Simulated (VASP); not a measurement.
Write the native input for VASP 6.6.1 that does the following.

```
Task                   : single point
Functional             : LDA
Potentials or basis    : VASP PAW LDA potentials, release 64 (Ta_pv, N)
Cutoff                 : 520 eV
k mesh                 : 18 × 18 × 10
Occupations            : gaussian, width 0.15 eV
Spin                   : no spin polarisation
Dipole correction      : no
Further INCAR settings : ALGO = Normal; EDIFF = 1e-06; NBANDS = 20
```

The structure of Ta2N lies in POSCAR:

```
Ta2N
1.0
    2.9533009287      0.0000000000      0.0000000000
   -1.4766504644      2.5576336293      0.0000000000
    0.0000000000      0.0000000000      4.8708792217
Ta N
2 1
Direct
    0.6666666667      0.3333333333      0.7466885012
    0.3333333333      0.6666666667      0.2533114988
    0.0000000000      0.0000000000      0.0000000000
```

This cell differs from its parent crystal: volume 12.264 Å^3 an atom, c/a of the conventional cell 1.6493.

These files were run (other wordings do the same):

INCAR

```
SYSTEM = Ta2N
PREC = Accurate
ENCUT = 520
EDIFF = 1E-6
ISMEAR = 0
SIGMA = 0.15
LREAL = .False.
LASPH = .True.
NELM = 60
ALGO = Normal
ISIF = 2
LWAVE = .False.
LCHARG = .True.
GGA = CA
LELF = .True.
LVHAR = .True.
NBANDS = 20
```

KPOINTS

```
regular mesh
0
Gamma
  18 18 10
  0 0 0
```

Potentials or basis: VASP PAW LDA potentials, release 64 (Ta_pv, N).

Launch:

```bash
$ cat potpaw_LDA.64/Ta_pv/POTCAR potpaw_LDA.64/N/POTCAR > POTCAR
$ mpirun -np 1 vasp_std > vasp.out
```

Results of the run:

```json
{
 "Pressure": "21.8 GPa",
 "Largest force": "0.978 eV/Å"
}
```

Wall time 2.9 min on 1 thread of Intel Xeon 6975P-C, with other jobs on the host, peak memory 0.32 GiB.
